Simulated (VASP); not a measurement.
Crystal: InP.

```xyz
2
Lattice="4.1444 0.0000 0.0000 2.0722 3.5891 0.0000 2.0722 1.1964 3.3839" Properties=species:S:1:pos:R:3 pbc="T T T"
In    0.0000    0.0000    0.0000
P     2.0722    1.1964    0.8460
```

Base run:

| Quantity | Value |
| --- | --- |
| Program | VASP 6.6.1 |
| Functional | revPBE |
| Potentials or basis | VASP PAW PBE potentials, release 64 (In_d, P) |
| Cutoff | 520 eV |
| k mesh | 6 × 6 × 6 |
| Occupations | gaussian, width 0.01 eV |
| Spin | no spin polarisation |

Its results: band gap on the k mesh 0.81 eV, direct; pressure 4.6 GPa.

Task: After a change of settings the same cell gave: band gap on the k mesh 0.51 eV, direct; pressure -1.2 GPa. Which change was it?
A. functional from revPBE to LDA; potentials or basis from VASP PAW PBE potentials, release 64 (In_d, P) to VASP PAW LDA potentials, release 64 (In_d, P)
B. functional from revPBE to BLYP; further incar settings from ALGO = Normal; EDIFF = 1e-06; NBANDS = 16 to ALGO = Normal; EDIFF = 1e-07; NBANDS = 16
C. functional from revPBE to PBE; further incar settings from ALGO = Normal; EDIFF = 1e-06; NBANDS = 16 to ALGO = Normal; EDIFF = 1e-07; NBANDS = 16

Result: A.

Caveats: spin-orbit coupling is left out, which moves the levels of the heavy elements; the PAW data sets were made with another functional, which shifts forces and pressure a little (some runs).
